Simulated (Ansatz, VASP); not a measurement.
**Two plane-wave programs on CsPbCl3**

```
CELL_PARAMETERS angstrom
5.73568 0.00000 0.00000
0.00000 5.73568 0.00000
0.00000 0.00000 5.73568
ATOMIC_POSITIONS crystal
Cs 0.02092 0.00000 0.00000
Pb 0.50000 0.50000 0.50000
Cl 0.00000 0.50000 0.50000
Cl 0.50000 0.50000 0.00000
Cl 0.50000 0.00000 0.50000
```

Alike in both runs: task single point; functional PBE; k mesh 6 × 6 × 6; occupations gaussian, width 0.05 eV; no spin polarisation.

|  | VASP | Ansatz |
| --- | --- | --- |
| version | VASP 6.6.1 | Ansatz 0.2.0 |
| potentials or method | VASP PAW PBE potentials, release 64 (Cs_sv, Pb_d, Cl), cutoff 520 eV | scalar-relativistic, plane waves, PAW |
| valence electrons in the cell | 44 | 44 |

|  | VASP | Ansatz | Ansatz less VASP |
| --- | --- | --- | --- |
| gap on the k mesh at the Fermi level (eV) | 2.22 | 2.21 | -0.008 |
| least direct gap on the mesh (eV) | 2.22 | 2.21 | -0.008 |
| pressure (GPa) | 0.0 | 0.0 | +0.04 |
| rms of the force components (eV/Å) | 0.010 | 0.010 | 0.0000 |

Atom by atom the forces differ by 0.000 eV/Å (rms over components).

Spin-orbit coupling is off throughout.
